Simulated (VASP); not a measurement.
Rh:

```xyz
1
Lattice="0.0000 1.8979 1.8979 1.8979 0.0000 1.8979 1.8979 1.8979 0.0000" Properties=species:S:1:pos:R:3 pbc="T T T"
Rh    0.0000    0.0000    0.0000
```

Base run:

| Item | Value |
| --- | --- |
| Program | VASP 6.6.1 |
| Functional | PBE |
| Potentials or basis | VASP PAW PBE potentials, release 64 (Rh_pv) |
| Cutoff | 500 eV |
| k mesh | 8 × 8 × 8 |
| Occupations | gaussian, width 0.1 eV |
| Spin | no spin polarisation |

Its results: band gap on the k mesh zero (an odd number of electrons rules out a gap without spin polarisation); pressure 8.4 GPa.

The run is repeated on the same cell with these changes: k mesh from 8 × 8 × 8 to 14 × 14 × 14. What comes out?

Band gap on the k mesh zero (an odd number of electrons rules out a gap without spin polarisation); pressure 7.6 GPa.

Caveats: the cell stands under pressure.
